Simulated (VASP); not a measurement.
Runs of VASP 6.6.1 on NaLu. The structure is that of space group Pm-3m (No. 221), or close to it. The cells are those of the table. The cell was generated, and may not be a known phase.

| task | cell | k mesh | cutoff (eV) | gap on the mesh (eV) | pressure (GPa) | relaxed volume (Å³/atom) |
| --- | --- | --- | --- | --- | --- | --- |
| single point | a = 3.942 Å, 2 atoms | 14 × 14 × 14 | 520 | none | 0.0 | - |
| relaxation of cell and atoms | relaxed from a = 3.926 Å, 2 atoms | 14 × 14 × 14 | 600 | none | 0.0 | 30.57 |
| single point | a = 3.584 Å, 2 atoms | 6 × 6 × 6 | 520 | none | 12.1 | - |
| single point | a = 3.926 Å, 2 atoms | 6 × 6 × 6 | 520 | none | 0.3 | - |
| relaxation of cell and atoms | relaxed from a = 3.584 Å, 2 atoms | 6 × 6 × 6 | 600 | none | 0.0 | (a) |

Alike in all rows: level PBE; potentials or basis VASP PAW PBE potentials, release 64 (Na_pv, Lu); no spin polarisation; smearing gaussian 0.1 eV.

Question: Fill in the values left out.

Answer: (a) 30.61.

Caveats: spin-orbit coupling is left out, which moves the levels of the heavy elements; the cell stands under pressure (at least some runs); the volume moved by over 15 % at a fixed basis, so the end points are rough (at least some runs).

A k mesh can miss the band edges, and the runs leave out spin-orbit coupling on Lu.

A gap of «none» marks levels without a gap at the run's occupations.
